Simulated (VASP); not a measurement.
A run of VASP 6.6.1:

The input INCAR:

```
PREC = Accurate ; ENCUT = 520
EDIFF = 1E-6 ; ISMEAR = 0
SIGMA = 0.1 ; LREAL = F
LASPH = T ; NELM = 100
ALGO = Normal ; ISIF = 2
LWAVE = F ; LCHARG = F
GGA = PE ; NBANDS = 41
```

Contents of KPOINTS:

```
Automatic mesh
0
Gamma
  4 4 4
```

Contents of POSCAR:

```
Nb2O
1.0
    4.4601546907      0.0000000000      0.0000000000
    0.0000000000      4.4601546907      0.0000000000
    0.0000000000      0.0000000000      4.4601546907
Nb O
4 2
Direct
    0.2500000000      0.2500000000      0.2500000000
    0.2500000000      0.7500000000      0.7500000000
    0.7500000000      0.7500000000      0.2500000000
    0.7500000000      0.2500000000      0.7500000000
    0.0000000000      0.0000000000      0.0000000000
    0.5000000000      0.5000000000      0.5000000000
```

Potentials or basis: VASP PAW PBE potentials, release 64 (Nb_sv, O).

Command:

```bash
$ cat potpaw_PBE.64/Nb_sv/POTCAR potpaw_PBE.64/O/POTCAR > POTCAR
$ mpirun -np 1 vasp_std > vasp.out
```

Hardware: 1 thread of Intel(R) Xeon(R) Platinum 8259CL CPU @ 2.50GHz (Skylake/Cascade Lake), on a shared host.

**Question.** Estimate the wall time of this run.

**Answer.** It took 33 s on 1 thread of Intel(R) Xeon(R) Platinum 8259CL CPU @ 2.50GHz (Skylake/Cascade Lake) (shared host), peak memory 0.21 GiB. Counts: scf iterations 13, k points 10.
